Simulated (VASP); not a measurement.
# In (I4/mmm) in VASP: single point with LDA

Aim: the single point of In with LDA.

Program: VASP 6.6.1. These are calculated values, not measurements. Logs are shortened: lines on timing, memory, paths and dates and some standing lists are left out, and cuts for length are marked.

### Step 1. The cell of the first run

The structure is tetragonal, space group I4/mmm (No. 139). Conventional cell: a = 3.252 Å, b = 3.252 Å, c = 4.948 Å, α = 90.00°, β = 90.00°, γ = 90.00°. Within 4.3 Å of In (site symmetry 4/mmm) lie 12 In at 3.25 to 3.38 Å.

### Step 2. Single point, LDA

Contents of INCAR:

```
  PREC = Accurate
  ENCUT = 500
  EDIFF = 1E-6
  ISMEAR = 0
  SIGMA = 0.1
  LREAL = False
  LASPH = True
  NELM = 120
  ALGO = Normal
  ISIF = 2
  LWAVE = False
  LCHARG = False
  GGA = CA
  NBANDS = 12
  GGA_COMPAT = False
```

Contents of KPOINTS:

```
Automatic mesh
0
Gamma
  8 8 8
```

Contents of POSCAR:

```
In
1.0
   -1.6261500000      1.6261500000      2.4739500000
    1.6261500000     -1.6261500000      2.4739500000
    1.6261500000      1.6261500000     -2.4739500000
In
1
Direct
    0.0000000000      0.0000000000      0.0000000000
```

Potentials or basis: VASP PAW LDA potentials, release 64 (In_d).

The run is started by

```sh
> cat potpaw_LDA.64/In_d/POTCAR > POTCAR
> mpirun -np 1 vasp_std > vasp.out
```

OUTCAR:

```text
PREC = Accurate
   ENCUT = 500
   EDIFF = 1E-6
   ISMEAR = 0
   LREAL = False
   LASPH = True
   NELM = 120
   ISIF = 2
   GGA = CA

 ion  position               nearest neighbor table
   1  0.000  0.000  0.000-

  LATTYP: Found a body centered tetragonal cell.
 ALAT       =     3.2523000000
 C/A-ratio  =     1.5213541186

  Lattice vectors:

 A1 = (  -1.6261500000,   1.6261500000,   2.4739500000)
 A2 = (   1.6261500000,  -1.6261500000,   2.4739500000)
 A3 = (   1.6261500000,   1.6261500000,  -2.4739500000)

Analysis of symmetry for initial positions (statically):
=====================================================================
 Subroutine PRICEL returns:
 Original cell was already a primitive cell.

 Routine SETGRP: Setting up the symmetry group for a
 body centered tetragonal supercell.

 Subroutine GETGRP returns: Found 16 space group operations
 (whereof 16 operations were pure point group operations)
 out of a pool of 16 trial point group operations.

The static configuration has the point symmetry D_4h.

Analysis of symmetry for dynamics (positions and initial velocities):
=====================================================================
 Subroutine PRICEL returns:
 Original cell was already a primitive cell.

 Routine SETGRP: Setting up the symmetry group for a
 body centered tetragonal supercell.

 Subroutine GETGRP returns: Found 16 space group operations
 (whereof 16 operations were pure point group operations)
 out of a pool of 16 trial point group operations.

The dynamic configuration has the point symmetry D_4h.

 Subroutine INISYM returns: Found 16 space group operations
 (whereof 16 operations are pure point group operations),
 and found     1 'primitive' translations

----------------------------------------------------------------------------------------

                                     Primitive cell

  volume of cell :      26.1681

  direct lattice vectors                    reciprocal lattice vectors
    -1.626150000  1.626150000  2.473950000     0.000000000  0.307474710  0.202105944
     1.626150000 -1.626150000  2.473950000     0.307474710  0.000000000  0.202105944
     1.626150000  1.626150000 -2.473950000     0.307474710  0.307474710  0.000000000

  length of vectors
     3.377744254  3.377744254  3.377744254     0.367950418  0.367950418  0.434834905

  position of ions in fractional coordinates (direct lattice)
     0.000000000  0.000000000  0.000000000

  ion indices of the primitive-cell ions
   primitive index   ion index
                 1           1

----------------------------------------------------------------------------------------

 KPOINTS: Automatic mesh

Automatic generation of k-mesh.
 Grid dimensions read from file:
 generate k-points for:    8    8    8

 Generating k-lattice:

  Cartesian coordinates                     Fractional coordinates (reciprocal lattice)
     0.000000000  0.038434339  0.025263243     0.125000000  0.000000000 -0.000000000
     0.038434339  0.000000000  0.025263243     0.000000000  0.125000000 -0.000000000
     0.038434339  0.038434339  0.000000000     0.000000000  0.000000000  0.125000000

  Length of vectors
     0.045993802  0.045993802  0.054354363

  Shift w.r.t. Gamma in fractional coordinates (k-lattice)
     0.000000000  0.000000000  0.000000000

 Subroutine IBZKPT returns following result:
 ===========================================

 Found     59 irreducible k-points:

 Following reciprocal coordinates:
            Coordinates               Weight
  0.000000  0.000000  0.000000      1.000000
  0.125000 -0.000000  0.000000      8.000000
  0.250000 -0.000000  0.000000      8.000000
  0.375000 -0.000000  0.000000      8.000000
  0.500000 -0.000000  0.000000      4.000000
  0.125000  0.125000  0.000000      8.000000
[... 16 lines left out ...]
  0.250000  0.125000  0.125000     16.000000
  0.375000  0.125000  0.125000      8.000000
 [... further k-points ...]
   k-points           NKPTS =     59   k-points in BZ     NKDIM =     59   number of bands    NBANDS=     12
   number of dos      NEDOS =    301   number of ions     NIONS =      1
   total plane-waves  NPLWV =  21952
   dimension x,y,z NGX =    28 NGY =   28 NGZ =   28
   dimension x,y,z NGXF=    56 NGYF=   56 NGZF=   56
   ions per type =               1
   NGX,Y,Z   is equivalent  to a cutoff of  13.78, 13.78, 13.78 a.u.
   NGXF,Y,Z  is equivalent  to a cutoff of  27.56, 27.56, 27.56 a.u.
 SYSTEM =  unknown system
   PREC   = accura    normal or accurate (medium, high low for compatibility)
   ISTART =      0    job   : 0-new  1-cont  2-samecut
   ICHARG =      2    charge: 1-file 2-atom 10-const
   ISPIN  =      1    spin polarized calculation?
   LNONCOLLINEAR =      F non collinear calculations
   LSORBIT =      F    spin-orbit coupling
   LASPH  =      T    aspherical Exc in radial PAW
   ENCUT  =  500.0 eV  36.75 Ry    6.06 a.u.   6.16  6.16  6.16*2*pi/ulx,y,z
   NELM   =    120;   NELMIN=  2; NELMDL= -5     # of ELM steps
   EDIFF  = 0.1E-05   stopping-criterion for ELM
   LREAL  =      F    real-space projection
   EDIFFG = 0.1E-04   stopping-criterion for IOM
   NSW    =      0    number of steps for IOM
   IBRION =     -1    ionic relax: 0-MD 1-quasi-New 2-CG
   NFREE  =      0    steps in history (QN), initial steepest desc. (CG)
   ISIF   =      2    stress and relaxation
   ISYM   =      2    0-nonsym 1-usesym 2-fastsym
   POTIM  = 0.5000    time-step for ionic-motion
   TEBEG  =    0.0;   TEEND  =   0.0 temperature during run
   PSTRESS=    0.0 pullay stress
   NELECT =      13.0000    total number of electrons
   NUPDOWN=      -1.0000    fix difference up-down
   EMIN   =  10.00;   EMAX   =-10.00  energy-range for DOS
   EFERMI =   0.00;   METHOD = LEGACY
   ISMEAR =     0;   SIGMA  =   0.10  broadening in eV -4-tet -1-fermi 0-gaus
   EFERMI_NEDOS =   21; number of points for ismear=-14 and -15
   IALGO  =     38    algorithm
   IMIX   =      4    mixing-type and parameters
     AMIX     =   0.40;   BMIX     =  1.00
     AMIX_MAG =   1.60;   BMIX_MAG =  1.00
  volume/ion in A,a.u.               =      26.17       176.59
  Fermi-wavevector in a.u.,A,eV,Ry     =   1.296578  2.450177 22.872944  1.681114
  Thomas-Fermi vector in A             =   2.428025
   LORBIT       =      0    0 simple, 1 ext, 2 COOP (PROOUT), +10 PAW based schemes
   GGA     = CA    functional components
   LHFCALC =     F    Hartree Fock is set to
   AEXX    =    0.0000 exact exchange contribution
   IVDW    =     0    specifies the selected vdW correction
   LEPSILON=     F    determine dielectric tensor
   LRPA    =     F    only Hartree local field effects (RPA)
 non-spin polarized calculation
 Gauss-broadening in eV      SIGMA  =   0.10
  energy-cutoff  :      500.00
  volume of cell :       26.17
 maximum number of plane-waves:       672
 NGX is ok and might be reduce to    28
   NGX = 13   NGY = 13   NGZ = 13

 number of electron      13.0000006 magnetization

 Free energy of the ion-electron system (eV)
  ---------------------------------------------------
  ext. energy  EPLUGINS =         0.00000000
  ---------------------------------------------------
  free energy    TOTEN  =        -3.19872303 eV

  energy without entropy =       -3.19625327  energy(sigma->0) =       -3.19748815

 E-fermi :   7.2752     XC(G=0): -10.5263

 val. band max:        7.1886175331   @ k =  -0.3750   0.3750   0.3750
 cond. band min:       7.2963363137   @ k =  -0.3750   0.3750   0.2500
 fundamental gap:      0.1077187805
 Fermi energy:         7.2752099730

 k-point     1 :       0.0000    0.0000    0.0000
  band No.  band energies     occupation
      1      -7.4122      2.00000
      2      -7.3042      2.00000
      3      -7.3042      2.00000
      4      -7.2202      2.00000
      5      -7.1167      2.00000
      6      -2.3493      2.00000
      7      17.6313      0.00000
      8      17.6313      0.00000
      9      17.7904      0.00000
     10      18.8996      0.00000
     11      21.2188      0.00000
     12      21.3520      0.00000

 k-point     2 :       0.1250   -0.0000    0.0000
  band No.  band energies     occupation
      1      -7.3909      2.00000
      2      -7.3071      2.00000
      3      -7.2814      2.00000
      4      -7.2114      2.00000
      5      -7.1249      2.00000
      6      -2.0058      2.00000
      7      14.5549      0.00000
      8      17.0210      0.00000
      9      17.2779      0.00000
     10      18.6483      0.00000
     11      21.1891      0.00000
     12      22.1888      0.00000

 k-point     3 :       0.2500   -0.0000    0.0000
  band No.  band energies     occupation
      1      -7.3768      2.00000
      2      -7.3317      2.00000
      3      -7.2564      2.00000
      4      -7.1411      2.00000
      5      -7.1134      2.00000
      6      -0.9575      2.00000
      7      10.3427      0.00000
      8      15.8556      0.00000
      9      16.7237      0.00000
     10      18.5747      0.00000
     11      19.7956      0.00000
     12      22.2717      0.00000
[... 286 lines left out ...]
 k-point    23 :       0.2500    0.1250    0.1250
  band No.  band energies     occupation
      1      -7.3635      2.00000
      2      -7.3130      2.00000
      3      -7.2338      2.00000
      4      -7.1313      2.00000
      5      -7.0326      2.00000
      6       1.7596      2.00000
      7       7.5007      0.00143
      8      11.1123      0.00000
      9      13.4589      0.00000
     10      17.2311      0.00000
     11      19.3746      0.00000
     12      21.4558      0.00000

 k-point    24 :       0.3750    0.1250    0.1250
  band No.  band energies     occupation
      1      -7.3531      2.00000
      2      -7.3394      2.00000
      3      -7.2017      2.00000
      4      -7.1564      2.00000
      5      -6.9950      2.00000
      6       3.6757      2.00000
      7       4.9351      2.00000
      8      11.3925      0.00000
      9      12.5124      0.00000
     10      16.9766      0.00000
     11      19.2578      0.00000
     12      24.7219      0.00000

 [... further k-points ...]

------------------------ aborting loop because EDIFF is reached ----------------------------------------

  FORCE on cell =-STRESS in cart. coord.  units (eV):
  Direction    XX          YY          ZZ          XY          YZ          ZX
  --------------------------------------------------------------------------------------
  -------------------------------------------------------------------------------------
  Total       -0.6622385     -0.6622385     -0.0066004      0.0000000      0.0000000      0.0000000
  in kB      -40.5464529    -40.5464529     -0.4041169      0.0000000      0.0000000      0.0000000
  external PRESSURE =     -27.1656742 kB  Pullay stress =       0.0000000 kB

 VOLUME and BASIS-vectors are now :
 -----------------------------------------------------------------------------
  energy-cutoff  :      500.00
  volume of cell :       26.17
      direct lattice vectors                 reciprocal lattice vectors
    -1.626150000  1.626150000  2.473950000     0.000000000  0.307474710  0.202105944
     1.626150000 -1.626150000  2.473950000     0.307474710  0.000000000  0.202105944
     1.626150000  1.626150000 -2.473950000     0.307474710  0.307474710  0.000000000

 POSITION                                       TOTAL-FORCE (eV/Angst)
 -----------------------------------------------------------------------------------
      0.00000      0.00000      0.00000        -0.000000      0.000000     -0.000000
 -----------------------------------------------------------------------------------
    total drift:                               -0.000000     -0.000000     -0.000000

  FREE ENERGIE OF THE ION-ELECTRON SYSTEM (eV)
  ---------------------------------------------------
  free  energy   TOTEN  =        -3.1987230310 eV

  energy  without entropy=       -3.1962532693  energy(sigma->0) =       -3.19748815
```

Run time: 16 s. Hardware: 1 thread of Intel Xeon Platinum 8488C (Sapphire Rapids), shared host; peak memory 0.14 GiB.

What came out:

- Free energy: -3.1987 eV
- Pressure: -2.7 GPa

Levels at points of the mesh, in eV from the Fermi level:
```csv
k point,band 3,band 4,band 5,band 6,band 7,band 8,band 9,band 10
"(0.00, 0.00, 0.00)",-14.58,-14.50,-14.39,-9.62,10.36,10.36,10.52,11.62
"(0.50, 0.00, 0.00)",-14.56,-14.30,-14.26,-4.43,-3.41,7.38,8.97,11.14
"(0.50, 0.50, 0.00)",-14.30,-14.28,-14.20,-2.01,-1.80,3.41,3.85,7.03
"(0.50, 0.50, 0.50)",-14.29,-14.25,-14.25,-3.06,-2.72,4.61,4.61,8.20
```

Caveat: spin-orbit coupling is left out, which moves the levels of the heavy elements.
